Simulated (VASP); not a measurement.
Runs of VASP 6.6.1 on TiSn2Te3. The structure is that of space group P6/mmm (No. 191), or close to it. The cells are those of the table. 

```csv
task,spin,cell,k mesh,cutoff (eV),gap on the mesh (eV),pressure (GPa)
single point,off,"a = 7.852, b = 7.852, c = 4.011 Å, angles 90.0, 90.0, 120.0°, 6 atoms",3 × 3 × 6,520,none,(a)
relaxation of cell and atoms,off,"relaxed from a = 7.081, b = 7.081, c = 3.706 Å, angles 90.0, 90.0, 120.0°, 6 atoms",3 × 3 × 6,600,none,-0.1
single point,off,"a = 7.081, b = 7.081, c = 3.706 Å, angles 90.0, 90.0, 120.0°, 6 atoms",3 × 3 × 6,520,none,18.7
single point,"collinear, ferromagnetic start","a = 7.852, b = 7.852, c = 4.011 Å, angles 90.0, 90.0, 120.0°, 6 atoms",3 × 3 × 4,520,none,0.9
```

Alike in all rows: level PBE; potentials or basis VASP PAW PBE potentials, release 64 (Ti_sv, Sn_d, Te); smearing gaussian 0.1 eV.

Q: Estimate the missing entries.

A: (a) 0.2.

Caveats: some runs use coarse meshes; spin-orbit coupling is left out, which moves the levels of the heavy elements.

A k mesh can miss the band edges, and the runs leave out spin-orbit coupling on Sn, Te.

A gap of «none» marks levels without a gap at the run's occupations.
